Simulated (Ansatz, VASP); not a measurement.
One calculation of Re, two programs

POSCAR

```
Re
1.0
    2.7598270443      0.0000000000      0.0000000000
   -1.3799135221      2.3900803304      0.0000000000
    0.0000000000      0.0000000000      4.4572270891
Re
2
Direct
    0.3333333333      0.6666666667      0.2500000000
    0.6666666667      0.3333333333      0.7500000000
```

Contents of INCAR.step1:

```
PREC = Accurate
ENCUT = 520
ISMEAR = -1
SIGMA = 0.1
LREAL = F
LASPH = T
NELM = 80
NBANDS = 14
GGA = PE
ALGO = Normal
EDIFF = 1E-4
LWAVE = T
LCHARG = F
```

File INCAR.step2:

```
PREC = Accurate
ENCUT = 520
EDIFF = 1E-6
ISMEAR = -1
SIGMA = 0.1
LREAL = F
LASPH = T
NELM = 80
ALGO = Normal
ISIF = 2
LWAVE = F
LCHARG = T
METAGGA = R2SCAN
LMIXTAU = T
LELF = T
LVHAR = T
NBANDS = 14
ISTART = 1
```

The input KPOINTS:

```
Automatic mesh
0
Gamma
  13 13 7
```

Input for Ansatz:

```yaml
crystal:
  lattice:
    - [2.7598270443, 0.0, 0.0]
    - [-1.3799135221, 2.3900803304, 0.0]
    - [0.0, 0.0, 4.4572270891]
  atoms:
    - { symbol: Re, position: [0.3333333333, 0.6666666667, 0.25] }
    - { symbol: Re, position: [0.6666666667, 0.3333333333, 0.75] }
hamiltonian:
  xc: r2scan
  pseudopotentials:
    kind: paw
    azcp:
      Re: "pseudopotentials/Re.paw.azcp"
basis:
  ecutwfc: 500
  fft_grid_basis: typed
kpoints:
  mp_grid: { grid: [13, 13, 7], shift: [0, 0, 0] }
magnetization:
  spin_polarized: false
scf:
  occupations: { method: fermi_dirac, width: 0.1 }
  lower_state_search: "off"
output:
  stress: true
  write_density: true
  write_potential: true
  elf: true
  volumetric_format: npy
```

Alike in both runs: task single point; functional r2SCAN; k mesh 13 × 13 × 7; occupations fermi-dirac, width 0.1 eV; no spin polarisation.

|  | VASP | Ansatz |
| --- | --- | --- |
| version | VASP 6.6.1 | Ansatz 0.2.0 |
| potentials or method | VASP PAW PBE potentials, release 64 (Re), cutoff 520 eV | plane waves (500 eV) with PAW, scalar-relativistic |
| valence electrons in the cell | 14 | 30 |

Ansatz gave:

- pressure (GPa): 0.0
- traceless stress, the component that is largest in VASP (GPa): 0.00

What did VASP give for the same quantities?

Pressure (GPa): 0.1; traceless stress, the component that is largest in VASP (GPa): -0.07.

VASP's potentials were made for PBE, not for r2SCAN. With one functional, cell and mesh, what is left measures potentials, basis and numerics. VASP's potentials hold 14 valence electrons a cell and Ansatz's 30, so a difference there can come from the potentials and not from the codes.

Spin-orbit coupling is off throughout.
